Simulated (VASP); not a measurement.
Runs of VASP 6.6.1 on Al. The structure is that of space group Fm-3m (No. 225), or close to it. The cells are those of the table. 

| task | cell | k mesh | cutoff (eV) | smearing | gap on the mesh (eV) | pressure (GPa) | relaxed volume (Å³/atom) |
| --- | --- | --- | --- | --- | --- | --- | --- |
| relaxation of cell and atoms | relaxed from a = 2.814 Å, angles 60.0°, 1 atom | 16 × 16 × 16 | 600 | fermi-dirac 0.15 eV | none | 0.0 | 15.83 |
| single point | a = 2.814 Å, angles 60.0°, 1 atom | 14 × 14 × 14 | 520 | gaussian 0.1 eV | none | 0.1 | - |
| single point | a = 2.864 Å, angles 60.0°, 1 atom | 8 × 8 × 8 | 520 | gaussian 0.1 eV | none | (a) | - |
| relaxation of cell and atoms | relaxed from a = 2.864 Å, angles 60.0°, 1 atom | 14 × 14 × 14 | 600 | gaussian 0.1 eV | none | 0.0 | 15.77 |
| single point | a = 2.818 Å, angles 60.0°, 1 atom | 16 × 16 × 16 | 520 | fermi-dirac 0.15 eV | none | 0.1 | - |

Alike in all rows: level LDA; potentials or basis VASP PAW LDA potentials, release 64 (Al); no spin polarisation.

Question: Fill in the values left out.

Answer: (a) -3.7.

A gap of «none» marks levels without a gap at the run's occupations.
